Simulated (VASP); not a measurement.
# Li (Cmce) in VASP: relaxation of cell and atoms with PBE

Aim: the relaxation of cell and atoms of Li with PBE.

Program: VASP 6.6.1. These are calculated values, not measurements. Logs are shortened: lines on timing, memory, paths and dates and some standing lists are left out, and cuts for length are marked.

### Step 1. The cell of the first run

Symmetry: Cmce, No. 64, orthorhombic system. Conventional cell: a = 4.659 Å, b = 7.897 Å, c = 4.665 Å, α = 90.00°, β = 90.00°, γ = 90.00°. Within 3.3 Å of Li (site symmetry m) lie 7 Li at 2.52 to 2.89 Å.

### Step 2. Relaxation of cell and atoms, PBE

INCAR

```
PREC = Accurate
ENCUT = 600
EDIFF = 1E-6
ISMEAR = 0
SIGMA = 0.1
LREAL = F
LASPH = T
NELM = 100
ALGO = Normal
ISIF = 3
LWAVE = F
LCHARG = F
GGA = PE
IBRION = 2
NSW = 100
EDIFFG = -0.01
```

KPOINTS

```
Automatic mesh
0
Gamma
  10 10 10
```

POSCAR

```
Li
1.0
    2.3296446261     -3.9483156134      0.0000000000
    2.3296446261      3.9483156134      0.0000000000
    0.0000000000      0.0000000000      4.6654869012
Li
4
Direct
    0.1525000000      0.8475000000      0.0785000000
    0.6525000000      0.3475000000      0.4215000000
    0.8475000000      0.1525000000      0.9215000000
    0.3475000000      0.6525000000      0.5785000000
```

Potentials or basis: VASP PAW PBE potentials, release 64 (Li_sv).

Run with:

```console
$ cat potpaw_PBE.64/Li_sv/POTCAR > POTCAR
$ mpirun -np 1 vasp_std > vasp.out
```

OUTCAR:

```text
PREC = Accurate
   ENCUT = 600
   EDIFF = 1E-6
   ISMEAR = 0
   LREAL = F
   LASPH = T
   NELM = 100
   ISIF = 3
   GGA = PE
   IBRION = 2
   NSW = 100
   EDIFFG = -0.01

 ion  position               nearest neighbor table
   1  0.153  0.847  0.078-   3 2.52
   2  0.653  0.347  0.422-   4 2.52
   3  0.847  0.153  0.922-   1 2.52
   4  0.347  0.653  0.578-   2 2.52

  LATTYP: Found a base centered orthorhombic cell.
 ALAT       =     4.6592892522
 B/A-ratio  =     1.6948145520
 C/A-ratio  =     1.0013301705

  Lattice vectors:

 A1 = (   2.3296446261,  -3.9483156134,   0.0000000000)
 A2 = (   2.3296446261,   3.9483156134,   0.0000000000)
 A3 = (   0.0000000000,   0.0000000000,   4.6654869012)

Analysis of symmetry for initial positions (statically):
=====================================================================
 Subroutine PRICEL returns:
 Original cell was already a primitive cell.

 Routine SETGRP: Setting up the symmetry group for a
 base centered orthorhombic supercell.

 Subroutine GETGRP returns: Found  8 space group operations
 (whereof  4 operations were pure point group operations)
 out of a pool of  8 trial point group operations.

The static configuration has the point symmetry C_2h.
 The point group associated with its full space group is D_2h.

Analysis of symmetry for dynamics (positions and initial velocities):
=====================================================================
 Subroutine PRICEL returns:
 Original cell was already a primitive cell.

 Routine SETGRP: Setting up the symmetry group for a
 base centered orthorhombic supercell.

 Subroutine GETGRP returns: Found  8 space group operations
 (whereof  4 operations were pure point group operations)
 out of a pool of  8 trial point group operations.

The dynamic configuration has the point symmetry C_2h.
 The point group associated with its full space group is D_2h.

 Subroutine INISYM returns: Found  8 space group operations
 (whereof  4 operations are pure point group operations),
 and found     1 'primitive' translations

----------------------------------------------------------------------------------------

                                     Primitive cell
[... 122 lines left out ...]
   AEXX    =    0.0000 exact exchange contribution
   IVDW    =     0    specifies the selected vdW correction
   LEPSILON=     F    determine dielectric tensor
   LRPA    =     F    only Hartree local field effects (RPA)
 conjugate gradient relaxation of ions
 non-spin polarized calculation
 Gauss-broadening in eV      SIGMA  =   0.10
  energy-cutoff  :      600.00
  volume of cell :       85.83
 maximum number of plane-waves:      2890
 NGX is ok and might be reduce to    40
   NGX = 19   NGY = 19   NGZ = 19

--------------------------------------- Ionic step        1  -------------------------------------------

 number of electron      11.9999997 magnetization

 Free energy of the ion-electron system (eV)
  ---------------------------------------------------
  ext. energy  EPLUGINS =         0.00000000
  ---------------------------------------------------
  free energy    TOTEN  =        -6.70337473 eV

  energy without entropy =       -6.69449465  energy(sigma->0) =       -6.69893469

------------------------ aborting loop because EDIFF is reached ----------------------------------------

  FORCE on cell =-STRESS in cart. coord.  units (eV):
  Direction    XX          YY          ZZ          XY          YZ          ZX
  --------------------------------------------------------------------------------------
  -------------------------------------------------------------------------------------
  Total        0.1239980      0.8449046     -0.4341334      0.0000000      0.0000000      0.0000000
  in kB        2.3147102     15.7721090     -8.1041095      0.0000000      0.0000000      0.0000000
  external PRESSURE =       3.3275699 kB  Pullay stress =       0.0000000 kB
[... 95 lines left out ...]
  FREE ENERGIE OF THE ION-ELECTRON SYSTEM (eV)
  ---------------------------------------------------
  free  energy   TOTEN  =        -6.7580133566 eV

  energy  without entropy=       -6.7505321367  energy(sigma->0) =       -6.75427275

[... ionic steps 4 to 30 ...]

--------------------------------------- Ionic step       31  -------------------------------------------

 number of electron      12.0000021 magnetization

------------------------ aborting loop because EDIFF is reached ----------------------------------------
[... 71 lines left out ...]
--------------------------------------- Ionic step       33  -------------------------------------------

 number of electron      12.0000016 magnetization

 Free energy of the ion-electron system (eV)
  ---------------------------------------------------
  ext. energy  EPLUGINS =         0.00000000
  ---------------------------------------------------
  free energy    TOTEN  =        -7.39281362 eV

  energy without entropy =       -7.38292759  energy(sigma->0) =       -7.38787061

 E-fermi :   0.7297     XC(G=0):  -7.1770

 val. band max:        0.7265899069   @ k =   0.0000   0.0000   0.1000
 cond. band min:       0.7452644523   @ k =   0.5000   0.3000   0.5000
 fundamental gap:      0.0186745454
 Fermi energy:         0.7297279673

 k-point     1 :       0.0000    0.0000    0.0000
  band No.  band energies     occupation
      1     -45.7665      2.00000
      2     -45.7353      2.00000
      3     -45.7308      2.00000
      4     -45.7286      2.00000
      5      -2.8102      2.00000
      6       0.5808      1.96482
      7       2.0321      0.00000
      8       2.4781      0.00000
      9       3.7432      0.00000
     10       4.5962      0.00000
[... 287 lines left out ...]
 k-point    24 :       0.4000    0.3000    0.0000
  band No.  band energies     occupation
      1     -45.7489      2.00000
      2     -45.7478      2.00000
      3     -45.7442      2.00000
      4     -45.7205      2.00000
      5      -1.5108      2.00000
      6      -1.0447      2.00000
      7      -0.6144      2.00000
      8       3.4079      0.00000
      9       5.1115      0.00000
     10       6.4195      0.00000

 [... further k-points ...]

------------------------ aborting loop because EDIFF is reached ----------------------------------------

  FORCE on cell =-STRESS in cart. coord.  units (eV):
  Direction    XX          YY          ZZ          XY          YZ          ZX
  --------------------------------------------------------------------------------------
  -------------------------------------------------------------------------------------
  Total       -0.0102414      0.0287811      0.0058493      0.0000000     -0.0000000      0.0000000
  in kB       -0.2138825      0.6010648      0.1221565      0.0000000     -0.0000000      0.0000000
  external PRESSURE =       0.1697796 kB  Pullay stress =       0.0000000 kB
[... 19 lines left out ...]
  FREE ENERGIE OF THE ION-ELECTRON SYSTEM (eV)
  ---------------------------------------------------
  free  energy   TOTEN  =        -7.3928136231 eV

  energy  without entropy=       -7.3829275939  energy(sigma->0) =       -7.38787061

 reached required accuracy - stopping structural energy minimisation
```

Wall time 26 min (1 thread of AMD EPYC 9R45 (Zen 5), shared host); peak memory 0.31 GiB.

What came out:

```
Free energy                           : -7.3928 eV
Relaxed volume                        : 19.18 Å³/atom
Relaxed cell                          : a = 5.544 Å, b = 5.544 Å, c = 3.159 Å, α = 90.00°, β = 90.00°, γ = 127.80°
Space group after relaxing (to 0.1 Å) : Fmmm (No. 69)
Energy gained by relaxing             : 172.4 meV/atom
Ionic steps                           : 33
Pressure after relaxing               : 0.0 GPa
Largest force after relaxing          : 0.005 eV/Å
Band gap on the k mesh                : zero (bands 6 and 7 overlap by 2.78 eV)
```

Forces in eV/Å, atoms in the order of the input:
```
Li   0.000 -0.003  0.003
Li   0.000 -0.003 -0.003
Li   0.000  0.003 -0.003
Li   0.000  0.003  0.003
```

The path:
```tsv
step	energy change (eV)	largest force (eV/Å)	pressure (GPa)	volume (Å³)
1	0.0000	0.0607	0.33	85.83
2	-0.0123	0.0773	0.26	86.38
3	-0.0546	0.1257	0.06	87.98
4	-0.1456	0.2009	-0.38	90.96
5	-0.2750	0.2787	-1.45	96.02
6	0.0320	0.2644	-4.65	102.28
7	-0.2913	0.2724	-1.70	96.70
8	-0.3020	0.2745	-1.78	96.69
9	-0.3276	0.2780	-2.02	96.60
10	-0.3484	0.2728	-2.54	96.17
11	-0.3942	0.2569	-2.44	94.09
12	-0.5159	0.2106	-2.04	87.83
13	-0.5709	0.0906	-0.46	75.23
14	-0.5930	0.1320	-1.15	79.62
15	-0.6411	0.1252	-0.53	78.28
16	-0.6593	0.1142	0.02	77.01
17	-0.6605	0.1095	0.18	76.62
18	-0.6605	0.1088	0.20	76.56
19	-0.6633	0.0931	0.12	76.82
20	-0.6685	0.0624	-0.12	77.61
21	-0.6642	0.1083	-0.58	79.19
22	-0.6692	0.0631	-0.25	78.04
23	-0.6726	0.0622	-0.19	77.58
24	-0.6792	0.0588	0.04	76.21
25	-0.6736	0.0586	0.54	73.49
26	-0.6803	0.0577	0.17	75.43
27	-0.6848	0.0360	0.12	75.78
28	-0.6884	0.0084	0.06	76.35
29	-0.6886	0.0174	0.06	76.49
30	-0.6893	0.0058	-0.07	77.02
31	-0.6893	0.0060	-0.07	77.02
32	-0.6894	0.0043	0.05	76.62
33	-0.6894	0.0047	0.02	76.72
```

Final structure:
```
Li
1.0
     2.43878   -4.97827    0.00000
     2.43878    4.97827    0.00000
     0.00000    0.00000    3.15948
Li
4
Direct
  0.13187 0.86813 0.99825
  0.63187 0.36813 0.50175
  0.86813 0.13187 0.00175
  0.36813 0.63187 0.49825
```

Caveat: the cutoff is under 1.25 times the usual one of these potentials, so pressure, stress and relaxed cells hold a basis-set (Pulay) error; a cell axis changed by over 15 % at a fixed basis, so the end point is rough.
